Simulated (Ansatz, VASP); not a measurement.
# Two plane-wave programs on Ti4N3O

File INCAR:

```
SYSTEM = Ti4N3O
ALGO = Normal
EDIFF = 1E-6
ENCUT = 520
GGA = PE
ISIF = 2
ISMEAR = 0
LASPH = .TRUE.
LCHARG = .FALSE.
LDAU = .TRUE.
LDAUJ = 0 0 0
LDAUL = 2 -1 -1
LDAUPRINT = 1
LDAUTYPE = 2
LDAUU = 4 0 0
LMAXMIX = 4
LREAL = .FALSE.
LWAVE = .FALSE.
NBANDS = 44
NELM = 150
PREC = Accurate
SIGMA = 0.1
```

File KPOINTS:

```
k-points
0
G
  10 10 10
  0 0 0
```

POSCAR

```
Ti4N3O
1.0
    4.2545000000      0.0000000000      0.0000000000
    0.0000000000      4.2545000000      0.0000000000
    0.0000000000      0.0000000000      4.2545000000
Ti N O
4 3 1
Direct
    0.0000000000      0.0000000000      0.0000000000
    0.5000000000      0.0000000000      0.5000000000
    0.0000000000      0.5000000000      0.5000000000
    0.5000000000      0.5000000000      0.0000000000
    0.0000000000      0.5000000000      0.0000000000
    0.5000000000      0.0000000000      0.0000000000
    0.0000000000      0.0000000000      0.5000000000
    0.5000000000      0.5000000000      0.5000000000
```

Input for Ansatz:

```yaml
crystal:
  lattice:
    - [4.2545, 0.0, 0.0]
    - [0.0, 4.2545, 0.0]
    - [0.0, 0.0, 4.2545]
  atoms:
    - { symbol: Ti, position: [0.0, 0.0, 0.0] }
    - { symbol: Ti, position: [0.5, 0.0, 0.5] }
    - { symbol: Ti, position: [0.0, 0.5, 0.5] }
    - { symbol: Ti, position: [0.5, 0.5, 0.0] }
    - { symbol: "N", position: [0.0, 0.5, 0.0] }
    - { symbol: "N", position: [0.5, 0.0, 0.0] }
    - { symbol: "N", position: [0.0, 0.0, 0.5] }
    - { symbol: O, position: [0.5, 0.5, 0.5] }
basis:
  ecutwfc: 420
kpoints:
  mp_grid: { grid: [10, 10, 10] }
  band_path:
    path:
      - [[0.0, 0.0, 0.0], [0.0, 0.5, 0.0], [0.5, 0.5, 0.0], [0.0, 0.0, 0.0], [0.5, 0.5, 0.5], [0.0, 0.5, 0.0]]
      - [[0.5, 0.5, 0.5], [0.5, 0.5, 0.0]]
    npoints: 14
hamiltonian:
  xc: pbe
  hubbard: { sites: [{ species: Ti, l: d, u_eff: 4.0 }] }
scf:
  occupations: { method: gaussian, width: 0.1 }
  n_extra_bands: 20
output:
  forces: true
  stress: true
  eigenvalues: true
  populations: true
  dos: { projected: true, de: 0.02, nscf_kmesh: { grid: [12, 12, 12] } }
  bader: true
  write_density: true
  write_potential: true
  elf: true
  volumetric_format: npy
```

Alike in both runs: task single point; functional PBE; k mesh 10 × 10 × 10; occupations gaussian, width 0.1 eV; no spin polarisation; Hubbard terms Ti d U = 4.0 eV.

|  | VASP | Ansatz |
| --- | --- | --- |
| version | VASP 6.6.1 | Ansatz 0.2.0 |
| potentials or method | VASP PAW PBE potentials, release 64 (Ti_sv, N, O), cutoff 520 eV | scalar-relativistic, plane waves, PAW |
| valence electrons in the cell | 69 | 69 |

VASP gave:

```
gap on the k mesh at the Fermi level (eV) : none
pressure (GPa)                            : 12.5
```

**Question.** Which values does Ansatz return?

**Answer.** gap on the k mesh at the Fermi level (eV): none; pressure (GPa): 6.1.

The programs project onto different local orbitals, so the same U acts differently, and such runs can settle in different states. A gap of «none» marks a metal or a gap that the smearing closes. Ansatz's warnings: filled band counts differ across k points.
